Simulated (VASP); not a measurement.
# Re (Im-3m) in VASP: a series of runs

Runs on Re. Level: BLYP. Tasks: single point.

Program: VASP 6.6.1. These are calculated values, not measurements. Logs are shortened: lines on timing, memory, paths and dates and some standing lists are left out, and cuts for length are marked.

**1. The cell of the first run**

The structure is cubic, space group Im-3m (No. 229). The conventional cell has a = 3.068 Å, b = 3.068 Å, c = 3.068 Å, α = 90.00°, β = 90.00°, γ = 90.00°. Within 3.5 Å of Re (site symmetry m-3m) lie 14 Re at 2.66 to 3.07 Å.

**2. Single point, BLYP (volume scaled by 0.92)**

Contents of INCAR:

```
PREC = Accurate ; ENCUT = 500
EDIFF = 1E-6 ; ISMEAR = -1
SIGMA = 0.1 ; LREAL = F
LASPH = T ; NELM = 120
ALGO = Normal ; ISIF = 2
LWAVE = F ; LCHARG = T
GGA = B5 ; ALDAX = 1.0
AGGAX = 1.0 ; AGGAC = 1.0
ALDAC = 0.0 ; LELF = T
LVHAR = T ; NBANDS = 14
GGA_COMPAT = F
```

Contents of KPOINTS:

```
regular mesh
0
Gamma
  16 16 16
```

Contents of POSCAR:

```
Re
1.0
   -1.5342493475      1.5342493475      1.5342493475
    1.5342493475     -1.5342493475      1.5342493475
    1.5342493475      1.5342493475     -1.5342493475
Re
1
Direct
    0.0000000000      0.0000000000      0.0000000000
```

Potentials or basis: VASP PAW PBE potentials, release 64 (Re_sv_GW).

Run with:

```sh
$ cat potpaw_PBE.64/Re_sv_GW/POTCAR > POTCAR
$ mpirun -np 1 vasp_std > vasp.out
```

OUTCAR:

```text
PREC = Accurate
   ENCUT = 500
   EDIFF = 1E-6
   ISMEAR = -1
   LREAL = F
   LASPH = T
   NELM = 120
   ISIF = 2
   GGA = B5

 ion  position               nearest neighbor table
   1  0.000  0.000  0.000-

  LATTYP: Found a body centered cubic cell.
 ALAT       =     3.0684986950

  Lattice vectors:

 A1 = (  -1.5342493475,   1.5342493475,   1.5342493475)
 A2 = (   1.5342493475,  -1.5342493475,   1.5342493475)
 A3 = (   1.5342493475,   1.5342493475,  -1.5342493475)

Analysis of symmetry for initial positions (statically):
=====================================================================
 Subroutine PRICEL returns:
 Original cell was already a primitive cell.

 Routine SETGRP: Setting up the symmetry group for a
 body centered cubic supercell.

 Subroutine GETGRP returns: Found 48 space group operations
 (whereof 48 operations were pure point group operations)
 out of a pool of 48 trial point group operations.

The static configuration has the point symmetry O_h .

Analysis of symmetry for dynamics (positions and initial velocities):
=====================================================================
 Subroutine PRICEL returns:
 Original cell was already a primitive cell.

 Routine SETGRP: Setting up the symmetry group for a
 body centered cubic supercell.

 Subroutine GETGRP returns: Found 48 space group operations
 (whereof 48 operations were pure point group operations)
 out of a pool of 48 trial point group operations.

The dynamic configuration has the point symmetry O_h .

 Subroutine INISYM returns: Found 48 space group operations
 (whereof 48 operations are pure point group operations),
 and found     1 'primitive' translations

----------------------------------------------------------------------------------------

                                     Primitive cell

  volume of cell :      14.4460

  direct lattice vectors                    reciprocal lattice vectors
    -1.534249348  1.534249348  1.534249348     0.000000000  0.325892268  0.325892268
     1.534249348 -1.534249348  1.534249348     0.325892268  0.000000000  0.325892268
     1.534249348  1.534249348 -1.534249348     0.325892268  0.325892268  0.000000000

  length of vectors
     2.657397821  2.657397821  2.657397821     0.460881266  0.460881266  0.460881266

  position of ions in fractional coordinates (direct lattice)
     0.000000000  0.000000000  0.000000000

  ion indices of the primitive-cell ions
   primitive index   ion index
                 1           1

[... 78 lines left out ...]
   ISYM   =      2    0-nonsym 1-usesym 2-fastsym
   POTIM  = 0.5000    time-step for ionic-motion
   TEBEG  =    0.0;   TEEND  =   0.0 temperature during run
   PSTRESS=    0.0 pullay stress
   NELECT =      15.0000    total number of electrons
   NUPDOWN=      -1.0000    fix difference up-down
   EMIN   =  10.00;   EMAX   =-10.00  energy-range for DOS
   EFERMI =   0.00;   METHOD = LEGACY
   ISMEAR =    -1;   SIGMA  =   0.10  broadening in eV -4-tet -1-fermi 0-gaus
   EFERMI_NEDOS =   21; number of points for ismear=-14 and -15
   IALGO  =     38    algorithm
   IMIX   =      4    mixing-type and parameters
     AMIX     =   0.40;   BMIX     =  1.00
     AMIX_MAG =   1.60;   BMIX_MAG =  1.00
  volume/ion in A,a.u.               =      14.45        97.49
  Fermi-wavevector in a.u.,A,eV,Ry     =   1.657764  3.132719 37.391268  2.748181
  Thomas-Fermi vector in A             =   2.745461
   LORBIT       =      0    0 simple, 1 ext, 2 COOP (PROOUT), +10 PAW based schemes
   GGA     = B5    functional components
   LHFCALC =     F    Hartree Fock is set to
   AEXX    =    0.0000 exact exchange contribution
   IVDW    =     0    specifies the selected vdW correction
   LEPSILON=     F    determine dielectric tensor
   LRPA    =     F    only Hartree local field effects (RPA)
 non-spin polarized calculation
  energy-cutoff  :      500.00
  volume of cell :       14.45
 maximum number of plane-waves:       379
   NGX =  9   NGY =  9   NGZ =  9

 number of electron      14.9999998 magnetization

 Free energy of the ion-electron system (eV)
  ---------------------------------------------------
  ext. energy  EPLUGINS =         0.00000000
  ---------------------------------------------------
  free energy    TOTEN  =       -12.01652261 eV

  energy without entropy =      -11.98291547  energy(sigma->0) =      -11.99971904

 E-fermi :  14.8248     XC(G=0): -13.6640

 val. band max:       14.8221304295   @ k =  -0.3125   0.3125   0.0625
 cond. band min:      14.8327969990   @ k =  -0.2500   0.2500   0.0625
 fundamental gap:      0.0106665695
 Fermi energy:        14.8248302948

 k-point     1 :       0.0000    0.0000    0.0000
  band No.  band energies     occupation
      1     -65.5245      2.00000
      2     -26.9699      2.00000
      3     -26.9699      2.00000
      4     -26.9699      2.00000
      5       4.1959      2.00000
      6      12.0487      2.00000
      7      12.0487      2.00000
      8      12.0487      2.00000
      9      15.6526      0.00051
     10      15.6526      0.00051
     11      29.7463      0.00000
     12      29.7463      0.00000
     13      29.7463      0.00000
     14      42.8160      0.00000
[... 377 lines left out ...]
      1     -65.3991      2.00000
      2     -28.0069      2.00000
      3     -27.4025      2.00000
      4     -27.0832      2.00000
      5       8.3878      2.00000
      6      10.3417      2.00000
      7      11.3585      2.00000
      8      14.9615      0.40640
      9      16.4589      0.00000
     10      18.9779      0.00000
     11      27.2508      0.00000
     12      30.1460      0.00000
     13      32.2841      0.00000
     14      35.4314      0.00000

 [... further k-points ...]

------------------------ aborting loop because EDIFF is reached ----------------------------------------

  FORCE on cell =-STRESS in cart. coord.  units (eV):
  Direction    XX          YY          ZZ          XY          YZ          ZX
  --------------------------------------------------------------------------------------
  -------------------------------------------------------------------------------------
  Total        2.8202360      2.8202360      2.8202360      0.0000000     -0.0000000      0.0000000
  in kB      312.7866452    312.7866452    312.7866452      0.0000000     -0.0000000      0.0000000
  external PRESSURE =     312.7866452 kB  Pullay stress =       0.0000000 kB

 VOLUME and BASIS-vectors are now :
 -----------------------------------------------------------------------------
  energy-cutoff  :      500.00
  volume of cell :       14.45
      direct lattice vectors                 reciprocal lattice vectors
    -1.534249348  1.534249348  1.534249348     0.000000000  0.325892268  0.325892268
     1.534249348 -1.534249348  1.534249348     0.325892268  0.000000000  0.325892268
     1.534249348  1.534249348 -1.534249348     0.325892268  0.325892268  0.000000000

 POSITION                                       TOTAL-FORCE (eV/Angst)
 -----------------------------------------------------------------------------------
      0.00000      0.00000      0.00000         0.000000     -0.000000      0.000000
 -----------------------------------------------------------------------------------
    total drift:                                0.000000      0.000000      0.000000

  FREE ENERGIE OF THE ION-ELECTRON SYSTEM (eV)
  ---------------------------------------------------
  free  energy   TOTEN  =       -12.0165226061 eV

  energy  without entropy=      -11.9829154675  energy(sigma->0) =      -11.99971904
```

stdout:

```text
POSCAR found type information on POSCAR Re
 POSCAR found :  1 types and       1 ions
 scaLAPACK will be used
 -----------------------------------------------------------------------------
|                                                                             |
|                                                                             |
|     You enforced a specific xc type in the INCAR file but a different       |
|     I HOPE YOU KNOW WHAT YOU ARE DOING!                                     |
|                                                                             |
 -----------------------------------------------------------------------------

 LDA part: xc-table for (Slater(with rela. corr.)+VWN5), standard interpolation
 POSCAR, INCAR and KPOINTS ok, starting setup
 FFT: planning ... GRIDC
 FFT: planning ... GRID_SOFT
 FFT: planning ... GRID
 WAVECAR not read
 entering main loop
```

It took 35 s on 1 thread of Intel Xeon Platinum 8259CL at 2.50GHz (Skylake/Cascade Lake), shared host; peak memory 0.15 GiB.

Results:

- Free energy: -12.0165 eV
- Pressure: 31.3 GPa

Caveat: the cell differs from its parent crystal (volume scaled by 0.92); the PAW data sets were made with another functional, which shifts forces and pressure a little; spin-orbit coupling is left out, which moves the levels of the heavy elements.

**3. Single point, BLYP**

This run uses another cell than the first one, of 15.70 Å³/atom, 1.087 times its volume.

Contents of INCAR:

```
PREC = Accurate ; ENCUT = 500
EDIFF = 1E-6 ; ISMEAR = -1
SIGMA = 0.1 ; LREAL = False
LASPH = True ; NELM = 120
ALGO = Normal ; ISIF = 2
LWAVE = False ; LCHARG = True
GGA = B5 ; ALDAX = 1.0
AGGAX = 1.0 ; AGGAC = 1.0
ALDAC = 0.0 ; LELF = True
LVHAR = True ; NBANDS = 14
GGA_COMPAT = False
```

KPOINTS is that of step 2.

Contents of POSCAR:

```
Re
1.0
   -1.5774902056      1.5774902056      1.5774902056
    1.5774902056     -1.5774902056      1.5774902056
    1.5774902056      1.5774902056     -1.5774902056
Re
1
Direct
    0.0000000000      0.0000000000      0.0000000000
```

Potentials or basis: VASP PAW PBE potentials, release 64 (Re_sv_GW).

Run with:

```sh
$ cat potpaw_PBE.64/Re_sv_GW/POTCAR > POTCAR
$ mpirun -np 1 vasp_std > vasp.out
```

It took 14 s on 1 thread of Intel Xeon 6975P-C (Granite Rapids), shared host; peak memory 0.15 GiB.

Results (log left out):

```
Free energy : -12.1432 eV
Pressure    : -0.6 GPa
```

Levels at points of the mesh, in eV from the Fermi level:
```
           k point  band 5  band 6  band 7  band 8  band 9  band 10
(0.00, 0.00, 0.00)  -10.02   -2.50   -2.50   -2.50    0.75     0.75
(0.50, 0.00, 0.00)   -6.87   -4.54    0.27    0.59    1.40     4.07
(0.50, 0.50, 0.50)   -6.41   -6.41    3.23    3.23    3.23     7.76
```

Caveat: the PAW data sets were made with another functional, which shifts forces and pressure a little; spin-orbit coupling is left out, which moves the levels of the heavy elements.
